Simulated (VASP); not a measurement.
# Ge (Fd-3m) in VASP: further runs, part 2 of 2

VASP 6.6.1. The steps go on from the part before.

## Step 4: Single point, PBE+D3(BJ), non-collinear spin, typed start, spin-orbit coupling

This run uses another cell than the first one, of 22.64 Å³/atom.

Input file INCAR:

```
ALGO = Normal
EDIFF = 1E-6
ENCUT = 500
GGA = PE
GGA_COMPAT = F
ISIF = 2
ISMEAR = -1
IVDW = 12
LASPH = T
LCHARG = F
LORBIT = 11
LORBMOM = T
LREAL = F
LSORBIT = T
LWAVE = F
MAGMOM = 0.289 0.289 0.289 -0.144 -0.144 -0.144
NBANDS = 40
NELM = 200
PREC = Accurate
SIGMA = 0.1
```

Input file KPOINTS:

```
k-points
0
Gamma
  8 8 8
```

Input file POSCAR:

```
Ge
1.0
    0.0000000000      2.8289100000      2.8289100000
    2.8289100000      0.0000000000      2.8289100000
    2.8289100000      2.8289100000      0.0000000000
Ge
2
Direct
    0.7500000000      0.7500000000      0.7500000000
    0.5000000000      0.5000000000      0.5000000000
```

Potentials or basis: VASP PAW PBE potentials, release 64 (Ge_d).

Run with:

```
> cat potpaw_PBE.64/Ge_d/POTCAR > POTCAR
> mpirun -np 1 vasp_ncl > vasp.out
```

OUTCAR:

```text
EDIFF = 1E-6
   ENCUT = 500
   GGA = PE
   ISIF = 2
   ISMEAR = -1
   IVDW = 12
   LASPH = T
   LORBIT = 11
   LREAL = F
   LSORBIT = T
   NELM = 200
   PREC = Accurate
 IVDW          = 12

 ion  position               nearest neighbor table
   1  0.750  0.750  0.750-   2 2.45   2 2.45   2 2.45   2 2.45
   2  0.500  0.500  0.500-   1 2.45   1 2.45   1 2.45   1 2.45

  LATTYP: Found a face centered cubic cell.
 ALAT       =     5.6578200000

  Lattice vectors:

 A1 = (   0.0000000000,   2.8289100000,   2.8289100000)
 A2 = (   2.8289100000,   0.0000000000,   2.8289100000)
 A3 = (   2.8289100000,   2.8289100000,   0.0000000000)

Analysis of symmetry for initial positions (statically):
=====================================================================
 Subroutine PRICEL returns:
 Original cell was already a primitive cell.

 Routine SETGRP: Setting up the symmetry group for a
 face centered cubic supercell.

 Subroutine GETGRP returns: Found 48 space group operations
 (whereof 24 operations were pure point group operations)
 out of a pool of 48 trial point group operations.

The static configuration has the point symmetry T_d .
 The point group associated with its full space group is O_h .

Analysis of symmetry for dynamics (positions and initial velocities):
=====================================================================
 Subroutine PRICEL returns:
 Original cell was already a primitive cell.

 Routine SETGRP: Setting up the symmetry group for a
 face centered cubic supercell.

 Subroutine GETGRP returns: Found 48 space group operations
 (whereof 24 operations were pure point group operations)
 out of a pool of 48 trial point group operations.

The dynamic configuration has the point symmetry T_d .
 The point group associated with its full space group is O_h .

Analysis of structural, dynamic, and magnetic symmetry:
[... 1243 lines left out ...]
 ----------------------------------------
            0.000  -0.000  -0.000

 orbital moment (y)

 # of ion     p       d       tot
 ----------------------------------------
  1         0.000  -0.000  -0.000
  2         0.000   0.000   0.000
 ----------------------------------------
            0.000  -0.000  -0.000

 orbital moment (z)

 # of ion     p       d       tot
 ----------------------------------------
  1         0.000  -0.000  -0.000
  2         0.000   0.000   0.000
 ----------------------------------------
            0.000  -0.000  -0.000

 Spin-Orbit-Coupling matrix elements

 Ion:    1  E_soc:     -0.0184337
 l=   1
     0.0000000    -0.0021224    -0.0021224
    -0.0021224     0.0000000    -0.0021224
    -0.0021224    -0.0021224     0.0000000
 l=   2
     0.0000000    -0.0001895     0.0000000    -0.0001895    -0.0007604
    -0.0001895     0.0000000    -0.0005703    -0.0001895    -0.0001901
     0.0000000    -0.0005703     0.0000000    -0.0005703     0.0000000
    -0.0001895    -0.0001895    -0.0005703     0.0000000    -0.0001901
    -0.0007604    -0.0001901     0.0000000    -0.0001901     0.0000000
 l=   3
     0.0000000     0.0000000     0.0000000     0.0000000     0.0000000     0.0000000     0.0000000
     0.0000000     0.0000000     0.0000000     0.0000000     0.0000000     0.0000000     0.0000000
     0.0000000     0.0000000     0.0000000     0.0000000     0.0000000     0.0000000     0.0000000
     0.0000000     0.0000000     0.0000000     0.0000000     0.0000000     0.0000000     0.0000000
     0.0000000     0.0000000     0.0000000     0.0000000     0.0000000     0.0000000     0.0000000
     0.0000000     0.0000000     0.0000000     0.0000000     0.0000000     0.0000000     0.0000000
     0.0000000     0.0000000     0.0000000     0.0000000     0.0000000     0.0000000     0.0000000

 Ion:    2  E_soc:     -0.0184331
 l=   1
     0.0000000    -0.0021224    -0.0021224
    -0.0021224     0.0000000    -0.0021224
    -0.0021224    -0.0021224     0.0000000
 l=   2
     0.0000000    -0.0001895     0.0000000    -0.0001895    -0.0007603
    -0.0001895     0.0000000    -0.0005702    -0.0001895    -0.0001901
     0.0000000    -0.0005702     0.0000000    -0.0005702     0.0000000
    -0.0001895    -0.0001895    -0.0005702     0.0000000    -0.0001901
    -0.0007603    -0.0001901     0.0000000    -0.0001901     0.0000000
 l=   3
     0.0000000     0.0000000     0.0000000     0.0000000     0.0000000     0.0000000     0.0000000
     0.0000000     0.0000000     0.0000000     0.0000000     0.0000000     0.0000000     0.0000000
     0.0000000     0.0000000     0.0000000     0.0000000     0.0000000     0.0000000     0.0000000
     0.0000000     0.0000000     0.0000000     0.0000000     0.0000000     0.0000000     0.0000000
     0.0000000     0.0000000     0.0000000     0.0000000     0.0000000     0.0000000     0.0000000
     0.0000000     0.0000000     0.0000000     0.0000000     0.0000000     0.0000000     0.0000000
     0.0000000     0.0000000     0.0000000     0.0000000     0.0000000     0.0000000     0.0000000

 total charge

# of ion       s       p       d       tot
------------------------------------------
    1        1.129   1.265  10.024  12.419
    2        1.129   1.265  10.024  12.419
--------------------------------------------------
tot          2.259   2.531  20.048  24.837

 magnetization (x)

# of ion       s       p       d       tot
------------------------------------------
    1        0.000   0.000   0.000   0.000
    2        0.000   0.000   0.000   0.000
--------------------------------------------------
tot          0.000   0.000   0.000   0.000

 magnetization (y)

# of ion       s       p       d       tot
------------------------------------------
    1        0.000   0.000   0.000   0.000
    2        0.000   0.000   0.000   0.000
--------------------------------------------------
tot          0.000   0.000   0.000   0.000

 magnetization (z)

# of ion       s       p       d       tot
------------------------------------------
    1        0.000   0.000   0.000   0.000
    2        0.000   0.000   0.000   0.000
--------------------------------------------------
tot          0.000   0.000   0.000   0.000
```

OSZICAR:

```text
N       E                     dE             d eps       ncg     rms          rms(c)
DAV:   1     0.265846103783E+03    0.26585E+03   -0.13188E+04 17488   0.378E+03
DAV:   2     0.401792553947E+02   -0.22567E+03   -0.21572E+03 14080   0.863E+02
DAV:   3    -0.612531125903E+01   -0.46305E+02   -0.45704E+02 15800   0.201E+02
DAV:   4    -0.899143299050E+01   -0.28661E+01   -0.28610E+01 16256   0.594E+01
DAV:   5    -0.905250365638E+01   -0.61071E-01   -0.61067E-01 15520   0.985E+00    0.476E+00
DAV:   6    -0.903730219757E+01    0.15201E-01   -0.38060E-02 19144   0.191E+01    0.239E+00
DAV:   7    -0.902088116652E+01    0.16421E-01   -0.31290E-02 18744   0.937E+00    0.139E+00
DAV:   8    -0.901704460324E+01    0.38366E-02   -0.31760E-02 17392   0.375E+00    0.240E-01
DAV:   9    -0.901787090953E+01   -0.82631E-03   -0.42040E-03 19664   0.114E+00    0.105E-01
DAV:  10    -0.901829097693E+01   -0.42007E-03   -0.11927E-03 16184   0.656E-01    0.462E-02
DAV:  11    -0.901850509539E+01   -0.21412E-03   -0.29636E-04 14856   0.237E-01    0.165E-02
DAV:  12    -0.901850512962E+01   -0.34233E-07   -0.25628E-05 18264   0.172E-01    0.785E-03
DAV:  13    -0.901850720111E+01   -0.20715E-05   -0.14601E-05 16960   0.826E-02    0.376E-03
DAV:  14    -0.901850758595E+01   -0.38483E-06   -0.15568E-06 13248   0.405E-02
   1 F= -.96127348E+01 E0= -.96108599E+01  d E =-.374967E-02  mag=    -0.0000    -0.0000    -0.0000
```

Wall time 12 min (1 thread of Intel Xeon Platinum 8259CL at 2.50GHz (Skylake/Cascade Lake), shared host); peak memory 0.55 GiB.

What came out:

```yaml
Free_energy: -9.6127 eV
Pressure: 1.4 GPa
Net_moment: 0.00 μB per cell
Valence_electrons_inside_the_program's_atomic_spheres: Ge 12.42
Dispersion_energy_per_atom: -0.297 eV
```

Moments on the atoms (μB; x, y, z):
```
Ge  0.00 0.00 0.00
Ge  0.00 0.00 0.00
```

## Step 5: Single point, BLYP, non-collinear spin, typed start, spin-orbit coupling

This run uses another cell than the first one, of 22.64 Å³/atom.

Input file INCAR:

```
PREC = Accurate
ENCUT = 500
EDIFF = 1E-6
ISMEAR = 1
SIGMA = 0.1
LREAL = F
LASPH = T
NELM = 200
ALGO = Normal
ISIF = 2
LWAVE = F
LCHARG = F
LNONCOLLINEAR = T
MAGMOM = 0.5 0 0 -0.5 0 0
LORBIT = 11
LSORBIT = T
GGA_COMPAT = F
LORBMOM = T
GGA = B5
ALDAX = 1.0
AGGAX = 1.0
AGGAC = 1.0
ALDAC = 0.0
NBANDS = 40
```

Input file KPOINTS:

```
Automatic mesh
0
Gamma
  8 8 8
```

POSCAR is that of step 4.

Run with:

```
> cat potpaw_PBE.64/Ge_d/POTCAR > POTCAR
> mpirun -np 1 vasp_ncl > vasp.out
```

It took 6.4 min on 1 thread of Intel Xeon Platinum 8259CL at 2.50GHz (Skylake/Cascade Lake), shared host; peak memory 0.39 GiB.

It converged, with:

```yaml
Free_energy: -7.5723 eV
Pressure: 7.6 GPa
Net_moment: 0.00 μB per cell
Valence_electrons_inside_the_program's_atomic_spheres: Ge 12.43
```

Moments on the atoms (μB; x, y, z):
```
Ge  0.00 0.00 0.00
Ge  0.00 0.00 0.00
```

Caveat: the cell stands under pressure; the PAW data sets were made with another functional, which shifts forces and pressure a little.

## Step 6: Summary

| task | level | spin | cell | k mesh | cutoff (eV) | smearing | grid for exact exchange (PRECFOCK) | share of exact exchange | screening parameter | gap on the mesh (eV) | pressure (GPa) | moment (μB) |
| --- | --- | --- | --- | --- | --- | --- | --- | --- | --- | --- | --- | --- |
| single point | PBE-based screened hybrid with 25 % exact exchange | off | a = 4.028 Å, angles 60.0°, 2 atoms | 4 × 4 × 4 | 520 | fermi-dirac 0.05 eV | Normal | 0.25 | 0.3 1/Å | 0.58 | 0.0 | - |
| relaxation of cell and atoms | r2SCAN+D3(BJ) | off | relaxed from a = 4.001 Å, angles 60.0°, 2 atoms | 8 × 8 × 8 | 600 | fermi-dirac 0.05 eV | - | - | - | 0.45 | 0.1 | - |
| single point | PBE+D3(BJ) | non-collinear, typed start, SOC | a = 4.001 Å, angles 60.0°, 2 atoms | 8 × 8 × 8 | 500 | fermi-dirac 0.1 eV | - | - | - | - | 1.4 | 0.00 |
| single point | BLYP | non-collinear, typed start, SOC | a = 4.001 Å, angles 60.0°, 2 atoms | 8 × 8 × 8 | 500 | methfessel-paxton 0.1 eV | - | - | - | - | 7.6 | 0.00 |

Alike in all rows: potentials or basis VASP PAW PBE potentials, release 64 (Ge_d).

Caveats: some runs use coarse meshes; the PAW data sets were made with another functional, which shifts forces and pressure a little (at least some runs); the cell stands under pressure (at least some runs).

Total energies depend on the potentials used, so only differences within one code and one set of settings carry meaning.

## Step 7: Comparison with measurements

Step 3. The cell as given is a measured one (22.64 Å³/atom); r2SCAN+D3(BJ) puts the equilibrium volume -0.4 % from it, thermal expansion not counted.
